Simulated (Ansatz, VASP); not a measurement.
Al: VASP and Ansatz over several settings

```
CELL_PARAMETERS angstrom
4.54673 0.00000 0.00000
-2.27337 3.93758 0.00000
0.00000 0.00000 2.75393
ATOMIC_POSITIONS crystal
Al 0.33333 0.66667 0.50000
Al 0.66667 0.33333 0.50000
```

Single points on this cell with VASP 6.6.1 and Ansatz 0.2.0. Each row is one pair of runs. Alike in all rows: spin: off; k mesh: 4 × 4 × 5; smearing: fermi-dirac, width 0.05 eV; VASP's potentials, cutoff: VASP PAW PBE potentials, release 64 (Al), 520 eV; Ansatz's potentials, cutoff: Ansatz PAW, 420 eV.

| level | gap on the k mesh at the Fermi level (eV), VASP | gap on the k mesh at the Fermi level (eV), Ansatz | pressure (GPa), VASP | pressure (GPa), Ansatz |
| --- | --- | --- | --- | --- |
| PBE0 | none | none | 0.0 | 0.2 |
| PBEsol-based global hybrid | none | none | -0.6 | -0.5 |
| B3LYP | none | none | 1.9 | 1.9 |

Pressure (GPa): the two programs differ by at most 0.14.

A gap of «none» marks a metal or a gap that the smearing closes.

The k mesh is coarse, so the values compare programs but aren't converged.
